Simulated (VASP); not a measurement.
Input of a VASP 6.6.1 run:

INCAR

```
SYSTEM = Al
  PREC = Accurate
  ENCUT = 520
  EDIFF = 1E-6
  ISMEAR = -1
  SIGMA = 0.05
  LREAL = .FALSE.
  LASPH = .TRUE.
  NELM = 80
  ALGO = Normal
  ISIF = 2
  LWAVE = .FALSE.
  LCHARG = .FALSE.
  LDIPOL = .TRUE.
  IDIPOL = 3
  DIPOL = 0.5 0.5 0.500
  GGA = CA
  NBANDS = 16
```

Contents of KPOINTS:

```
regular mesh
0
G
  13 13 1
  0 0 0
```

POSCAR

```
Al
1.0
    2.8168008949      0.0000000000      0.0000000000
   -1.4084004474      2.4394211324      0.0000000000
    0.0000000000      0.0000000000     25.1996000000
Al
5
Direct
    0.8333333333      0.1666666667      0.3149920906
    0.1666666667      0.8333333333      0.4080683962
    0.5000000000      0.5000000000      0.5000000060
    0.8333333333      0.1666666667      0.5919315975
    0.1666666667      0.8333333333      0.6850079097
```

Potentials or basis: VASP PAW LDA potentials, release 64 (Al).

Run with:

```console
$ cat potpaw_LDA.64/Al/POTCAR > POTCAR
$ mpirun -np 1 vasp_std > vasp.out
```

Problem. Estimate the band gap on the k mesh.

Solution. Zero (an odd number of electrons rules out a gap without spin polarisation).

Forces on the atoms (eV/Å):
```
Al   0.000  0.000  0.002
Al   0.000  0.000  0.000
Al   0.000  0.000  0.000
Al   0.000  0.000  0.000
Al   0.000  0.000 -0.002
```
